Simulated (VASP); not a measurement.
# CdInO4 (P4/mmm) in VASP: a series of runs

The runs below take CdInO4 through single point, relaxation of cell and atoms, with PBE.

Program: VASP 6.6.1. These are calculated values, not measurements. Logs are shortened: lines on timing, memory, paths and dates and some standing lists are left out, and cuts for length are marked.

### Step 1. The cell of the first run

The structure is tetragonal, space group P4/mmm (No. 123). The conventional cell has a = 4.060 Å, b = 4.060 Å, c = 6.033 Å, α = 90.00°, β = 90.00°, γ = 90.00°. Within 3.9 Å of Cd (site symmetry 4/mmm) lie 16 O at 2.95 to 3.64 Å. Within 2.7 Å of In (site symmetry 4/mmm) lie 6 O at 2.03 to 2.32 Å. Within 1.9 Å of O (site symmetry 4mm) lie 1 O at 1.40 Å. Within 2.7 Å of O (site symmetry mmm) lie 2 In at 2.03 Å.

### Step 2. Single point, PBE

File INCAR:

```
SYSTEM = CdInO4
PREC = Accurate
ENCUT = 520
EDIFF = 1E-7
ISMEAR = 0
SIGMA = 0.1
LREAL = .False.
LASPH = .True.
NELM = 60
ALGO = Normal
ISIF = 2
LWAVE = .False.
LCHARG = .False.
GGA = PE
NBANDS = 34
```

File KPOINTS:

```
regular mesh
0
Gamma
  4 4 4
  0 0 0
```

File POSCAR:

```
CdInO4
1.0
    4.0598980445      0.0000000000      0.0000000000
    0.0000000000      4.0598980445      0.0000000000
    0.0000000000      0.0000000000      6.0331228475
Cd In O
1 1 4
Direct
    0.5000000000      0.5000000000      0.5000000000
    0.0000000000      0.0000000000      0.0000000000
    0.0000000000      0.0000000000      0.6158829932
    0.5000000000      0.0000000000      0.0000000000
    0.0000000000      0.5000000000      0.0000000000
    0.0000000000      0.0000000000      0.3841170068
```

Potentials or basis: VASP PAW PBE potentials, release 64 (Cd, In_d, O).

Started as:

```
> cat potpaw_PBE.64/Cd/POTCAR potpaw_PBE.64/In_d/POTCAR potpaw_PBE.64/O/POTCAR > POTCAR
> mpirun -np 1 vasp_std > vasp.out
```

OUTCAR:

```text
SYSTEM = CdInO4
   PREC = Accurate
   ENCUT = 520
   EDIFF = 1E-7
   ISMEAR = 0
   LREAL = .False.
   LASPH = .True.
   NELM = 60
   ISIF = 2
   GGA = PE

 ion  position               nearest neighbor table
   1  0.500  0.500  0.500-
   2  0.000  0.000  0.000-   4 2.03   5 2.03   5 2.03   4 2.03   3 2.32   6 2.32
   3  0.000  0.000  0.616-   6 1.40   2 2.32
   4  0.500  0.000  0.000-   2 2.03   2 2.03
   5  0.000  0.500  0.000-   2 2.03   2 2.03
   6  0.000  0.000  0.384-   3 1.40   2 2.32

  LATTYP: Found a simple tetragonal cell.
 ALAT       =     4.0598980445
 C/A-ratio  =     1.4860281666

  Lattice vectors:

 A1 = (   4.0598980445,   0.0000000000,   0.0000000000)
 A2 = (   0.0000000000,   4.0598980445,   0.0000000000)
 A3 = (   0.0000000000,   0.0000000000,   6.0331228475)

Analysis of symmetry for initial positions (statically):
=====================================================================
 Subroutine PRICEL returns:
 Original cell was already a primitive cell.

 Routine SETGRP: Setting up the symmetry group for a
 simple tetragonal supercell.

 Subroutine GETGRP returns: Found 16 space group operations
 (whereof 16 operations were pure point group operations)
 out of a pool of 16 trial point group operations.

The static configuration has the point symmetry D_4h.

Analysis of symmetry for dynamics (positions and initial velocities):
=====================================================================
 Subroutine PRICEL returns:
 Original cell was already a primitive cell.

 Routine SETGRP: Setting up the symmetry group for a
 simple tetragonal supercell.

 Subroutine GETGRP returns: Found 16 space group operations
 (whereof 16 operations were pure point group operations)
 out of a pool of 16 trial point group operations.

The dynamic configuration has the point symmetry D_4h.

 Subroutine INISYM returns: Found 16 space group operations
 (whereof 16 operations are pure point group operations),
 and found     1 'primitive' translations

----------------------------------------------------------------------------------------

                                     Primitive cell

  volume of cell :      99.4426

  direct lattice vectors                    reciprocal lattice vectors
     4.059898044  0.000000000  0.000000000     0.246311604  0.000000000  0.000000000
     0.000000000  4.059898044  0.000000000     0.000000000  0.246311604  0.000000000
     0.000000000  0.000000000  6.033122847     0.000000000  0.000000000  0.165751639

  length of vectors
     4.059898044  4.059898044  6.033122847     0.246311604  0.246311604  0.165751639

  position of ions in fractional coordinates (direct lattice)
     0.500000000  0.500000000  0.500000000
     0.000000000  0.000000000  0.000000000
     0.000000000  0.000000000  0.615882993
     0.500000000  0.000000000  0.000000000
     0.000000000  0.500000000  0.000000000
     0.000000000  0.000000000  0.384117007

  ion indices of the primitive-cell ions
   primitive index   ion index
                 1           1
                 2           2
                 3           3
                 4           4
                 5           5
                 6           6

----------------------------------------------------------------------------------------

 KPOINTS: regular mesh

Automatic generation of k-mesh.
 Grid dimensions read from file:
 generate k-points for:    4    4    4

 Generating k-lattice:

  Cartesian coordinates                     Fractional coordinates (reciprocal lattice)
     0.061577901  0.000000000  0.000000000     0.250000000  0.000000000  0.000000000
     0.000000000  0.061577901  0.000000000     0.000000000  0.250000000  0.000000000
     0.000000000  0.000000000  0.041437910     0.000000000  0.000000000  0.250000000

  Length of vectors
     0.061577901  0.061577901  0.041437910

  Shift w.r.t. Gamma in fractional coordinates (k-lattice)
     0.000000000  0.000000000  0.000000000

 Subroutine IBZKPT returns following result:
 ===========================================

 Found     18 irreducible k-points:

 Following reciprocal coordinates:
            Coordinates               Weight
  0.000000  0.000000  0.000000      1.000000
  0.250000  0.000000  0.000000      4.000000
  0.500000  0.000000  0.000000      2.000000
  0.250000  0.250000  0.000000      4.000000
  0.500000  0.250000  0.000000      4.000000
  0.500000  0.500000  0.000000      1.000000
[... 10 lines left out ...]
  0.500000  0.250000  0.500000      4.000000
  0.500000  0.500000  0.500000      1.000000
   k-points           NKPTS =     18   k-points in BZ     NKDIM =     18   number of bands    NBANDS=     34
   number of dos      NEDOS =    301   number of ions     NIONS =      6
   total plane-waves  NPLWV =  43200
   dimension x,y,z NGX =    30 NGY =   30 NGZ =   48
   dimension x,y,z NGXF=    60 NGYF=   60 NGZF=   96
   ions per type =               1   1   4
   NGX,Y,Z   is equivalent  to a cutoff of  12.28, 12.28, 13.23 a.u.
   NGXF,Y,Z  is equivalent  to a cutoff of  24.57, 24.57, 26.45 a.u.
 SYSTEM =  CdInO4
   PREC   = accura    normal or accurate (medium, high low for compatibility)
   ISTART =      0    job   : 0-new  1-cont  2-samecut
   ICHARG =      2    charge: 1-file 2-atom 10-const
   ISPIN  =      1    spin polarized calculation?
   LNONCOLLINEAR =      F non collinear calculations
   LSORBIT =      F    spin-orbit coupling
   LASPH  =      T    aspherical Exc in radial PAW
   ENCUT  =  520.0 eV  38.22 Ry    6.18 a.u.   7.55  7.55 11.22*2*pi/ulx,y,z
   NELM   =     60;   NELMIN=  2; NELMDL= -5     # of ELM steps
   EDIFF  = 0.1E-06   stopping-criterion for ELM
   LREAL  =      F    real-space projection
   EDIFFG = 0.1E-05   stopping-criterion for IOM
   NSW    =      0    number of steps for IOM
   IBRION =     -1    ionic relax: 0-MD 1-quasi-New 2-CG
   NFREE  =      0    steps in history (QN), initial steepest desc. (CG)
   ISIF   =      2    stress and relaxation
   ISYM   =      2    0-nonsym 1-usesym 2-fastsym
   POTIM  = 0.5000    time-step for ionic-motion
   TEBEG  =    0.0;   TEEND  =   0.0 temperature during run
   PSTRESS=    0.0 pullay stress
   NELECT =      49.0000    total number of electrons
   NUPDOWN=      -1.0000    fix difference up-down
   EMIN   =  10.00;   EMAX   =-10.00  energy-range for DOS
   EFERMI =   0.00;   METHOD = LEGACY
   ISMEAR =     0;   SIGMA  =   0.10  broadening in eV -4-tet -1-fermi 0-gaus
   EFERMI_NEDOS =   21; number of points for ismear=-14 and -15
   IALGO  =     38    algorithm
   IMIX   =      4    mixing-type and parameters
     AMIX     =   0.40;   BMIX     =  1.00
     AMIX_MAG =   1.60;   BMIX_MAG =  1.00
  volume/ion in A,a.u.               =      16.57       111.85
  Fermi-wavevector in a.u.,A,eV,Ry     =   1.293052  2.443514 22.748722  1.671984
  Thomas-Fermi vector in A             =   2.424722
   LORBIT       =      0    0 simple, 1 ext, 2 COOP (PROOUT), +10 PAW based schemes
   GGA     = PE    functional components
   LHFCALC =     F    Hartree Fock is set to
   AEXX    =    0.0000 exact exchange contribution
   IVDW    =     0    specifies the selected vdW correction
   LEPSILON=     F    determine dielectric tensor
   LRPA    =     F    only Hartree local field effects (RPA)
 non-spin polarized calculation
 Gauss-broadening in eV      SIGMA  =   0.10
  energy-cutoff  :      520.00
  volume of cell :       99.44
 maximum number of plane-waves:      2697
   NGX = 15   NGY = 15   NGZ = 23

 number of electron      48.9999969 magnetization

 Free energy of the ion-electron system (eV)
  ---------------------------------------------------
  ext. energy  EPLUGINS =         0.00000000
  ---------------------------------------------------
  free energy    TOTEN  =       -23.16389928 eV

  energy without entropy =      -23.08991855  energy(sigma->0) =      -23.12690892

 E-fermi :   1.2965     XC(G=0):  -9.4364

 val. band max:        1.2953760480   @ k =   0.2500   0.0000   0.0000
 cond. band min:       1.3163294496   @ k =   0.5000   0.2500   0.5000
 fundamental gap:      0.0209534017
 Fermi energy:         1.2965303261

 k-point     1 :       0.0000    0.0000    0.0000
  band No.  band energies     occupation
      1     -20.8988      2.00000
      2     -15.9780      2.00000
      3     -15.6748      2.00000
      4     -13.2670      2.00000
      5     -11.1469      2.00000
      6     -11.1469      2.00000
[... 26 lines left out ...]
     33      11.3079      0.00000
     34      14.1809      0.00000

 k-point     2 :       0.2500    0.0000    0.0000
  band No.  band energies     occupation
      1     -20.8881      2.00000
      2     -15.8459      2.00000
      3     -15.4306      2.00000
      4     -13.2575      2.00000
      5     -11.2314      2.00000
      6     -11.1839      2.00000
[... 26 lines left out ...]
     33      12.3187      0.00000
     34      12.3261      0.00000

 k-point     3 :       0.5000    0.0000    0.0000
  band No.  band energies     occupation
      1     -20.8772      2.00000
      2     -15.8046      2.00000
      3     -14.9692      2.00000
      4     -13.2477      2.00000
      5     -11.6818      2.00000
      6     -11.2205      2.00000
[... 26 lines left out ...]
     33      11.5215      0.00000
     34      13.5404      0.00000
[... 482 lines left out ...]
 k-point    17 :       0.5000    0.2500    0.5000
  band No.  band energies     occupation
      1     -20.8570      2.00000
      2     -15.4394      2.00000
      3     -14.9549      2.00000
      4     -13.6368      2.00000
      5     -11.4464      2.00000
      6     -11.2231      2.00000
[... 26 lines left out ...]
     33      11.6418      0.00000
     34      12.1497      0.00000

 k-point    18 :       0.5000    0.5000    0.5000
  band No.  band energies     occupation
      1     -20.8525      2.00000
      2     -14.9417      2.00000
      3     -14.9417      2.00000
      4     -13.6258      2.00000
      5     -11.7122      2.00000
      6     -11.2211      2.00000
[... 26 lines left out ...]
     33      10.3982      0.00000
     34      11.4952      0.00000

------------------------ aborting loop because EDIFF is reached ----------------------------------------

  FORCE on cell =-STRESS in cart. coord.  units (eV):
  Direction    XX          YY          ZZ          XY          YZ          ZX
  --------------------------------------------------------------------------------------
  -------------------------------------------------------------------------------------
  Total        0.1584197      0.1584197      0.1695636      0.0000000      0.0000000      0.0000000
  in kB        2.5523917      2.5523917      2.7319379      0.0000000      0.0000000      0.0000000
  external PRESSURE =       2.6122405 kB  Pullay stress =       0.0000000 kB

 VOLUME and BASIS-vectors are now :
 -----------------------------------------------------------------------------
  energy-cutoff  :      520.00
  volume of cell :       99.44
      direct lattice vectors                 reciprocal lattice vectors
     4.059898044  0.000000000  0.000000000     0.246311604  0.000000000  0.000000000
     0.000000000  4.059898044  0.000000000     0.000000000  0.246311604  0.000000000
     0.000000000  0.000000000  6.033122847     0.000000000  0.000000000  0.165751639

 POSITION                                       TOTAL-FORCE (eV/Angst)
 -----------------------------------------------------------------------------------
      2.02995      2.02995      3.01656        -0.000000      0.000000     -0.000000
      0.00000      0.00000      0.00000        -0.000000      0.000000     -0.000000
      0.00000      0.00000      3.71570        -0.000000     -0.000000      0.307571
      2.02995      0.00000      0.00000        -0.000000      0.000000     -0.000000
      0.00000      2.02995      0.00000        -0.000000      0.000000     -0.000000
      0.00000      0.00000      2.31743         0.000000      0.000000     -0.307571
 -----------------------------------------------------------------------------------
    total drift:                                0.000000     -0.000000      0.000000

  FREE ENERGIE OF THE ION-ELECTRON SYSTEM (eV)
  ---------------------------------------------------
  free  energy   TOTEN  =       -23.1638992822 eV

  energy  without entropy=      -23.0899185525  energy(sigma->0) =      -23.12690892
```

It took 61 s on 1 thread of Intel Xeon Platinum 8488C (Sapphire Rapids), shared host; peak memory 0.22 GiB.

What came out:

| Property | Result |
| --- | --- |
| Free energy | -23.1639 eV |
| Pressure | 0.3 GPa |
| Largest force | 0.308 eV/Å |
| Band gap on the k mesh | zero (an odd number of electrons rules out a gap without spin polarisation) |

Forces in eV/Å, atoms in the order of the input:
```
Cd   0.000  0.000  0.000
In   0.000  0.000  0.000
O    0.000  0.000  0.308
O    0.000  0.000  0.000
O    0.000  0.000  0.000
O    0.000  0.000 -0.308
```

Levels at points of the mesh, in eV from the Fermi level:
```
           k point  band 22  band 23  band 24  band 25  band 26  band 27  band 28  band 29
(0.00, 0.00, 0.00)    -0.71    -0.47    -0.47    -0.12    -0.12     3.87     4.63     5.51
(0.50, 0.00, 0.00)    -1.31    -0.60    -0.13     0.14     0.82     3.51     4.35     6.01
(0.50, 0.50, 0.00)     0.20     0.20     0.37     0.39     0.59     3.87     5.37     5.37
(0.00, 0.00, 0.50)    -0.47    -0.47    -0.43    -0.08    -0.08     1.81     4.64     7.87
(0.50, 0.00, 0.50)    -0.93    -0.59    -0.43    -0.09     0.92     3.87     4.54     5.65
(0.50, 0.50, 0.50)    -0.39    -0.39    -0.04     0.39     0.59     5.25     5.71     5.71
```

Caveat: the k points lie up to 0.39 Å⁻¹ apart, too coarse for converged energies and pressures of a metal; spin-orbit coupling is left out, which moves the levels of the heavy elements; an odd number of electrons without spin polarisation forces a metal; a magnetic or distorted state may lie lower.

[end of part 1 of 3]

The gap in the log of VASP goes by the Fermi energy; the results here count the filled bands.